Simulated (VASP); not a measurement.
GaP (l.bB), 2 atoms in the cell. Symmetry: F-43m, No. 216, cubic system. Conventional cell: a = 5.391 Å, b = 5.391 Å, c = 5.391 Å, α = 90.00°, β = 90.00°, γ = 90.00°. Ga (site symmetry -43m) has 4 P at 2.33 Å within 3.1 Å. Within 3.1 Å of P (site symmetry -43m) lie 4 Ga at 2.33 Å. 

```yaml
Program: VASP 6.6.1
Task: single point
Functional: LDA
Potentials_or_basis: VASP PAW LDA potentials, release 64 (Ga_d, P)
Cutoff: 500 eV
k_mesh: 10 × 10 × 10
Occupations: gaussian, width 0.02 eV
Spin: no spin polarisation
Dipole_correction: no
Further_INCAR_settings: ALGO = Normal; EDIFF = 1e-06; NBANDS = 16
```

Potentials or basis: VASP PAW LDA potentials, release 64 (Ga_d, P).

Launch:

```console
$ cat potpaw_LDA.64/Ga_d/POTCAR potpaw_LDA.64/P/POTCAR > POTCAR
$ mpirun -np 1 vasp_std > vasp.out
```

Hardware: 1 thread of Intel Xeon 6975P-C, with other jobs on the host.

Task: How long does it take, and how much memory?

Result: It took 21 s on 1 thread of Intel Xeon 6975P-C, on a shared host, peak memory 0.15 GiB. Counts: scf iterations 12, k points 47.
